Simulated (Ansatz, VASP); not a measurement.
**RbBr: VASP beside Ansatz**

```
Rb Br
1.0
     0.00000    3.86950    3.86950
     3.79211    0.00000    3.86950
     3.79211    3.86950    0.00000
Rb Br
1 1
Direct
  0.00000 0.00000 0.00000
  0.25000 0.25000 0.25000
```

Change from the starting cell: uniaxial_x strain -2.0%.

Alike in both runs: task single point; functional HSE06; k mesh 4 × 4 × 4; no spin polarisation.

|  | VASP | Ansatz |
| --- | --- | --- |
| version | VASP 6.6.1 | Ansatz 0.2.0 |
| potentials or method | VASP PAW PBE potentials, release 64 (Rb_sv, Br) | plane waves, PAW |
| plane-wave cutoff (eV) | 520 | 420 |
| occupations | gaussian, width 0.01 eV | fixed |
| valence electrons in the cell | 16 | 16 |

```tsv
	VASP	Ansatz	Ansatz less VASP
gap on the k mesh at the Fermi level (eV)	5.20	5.20	-0.003
pressure (GPa)	0.3	0.3	-0.01
```

Ansatz's warnings: stress exchange threshold loose, stress scf threshold loose.
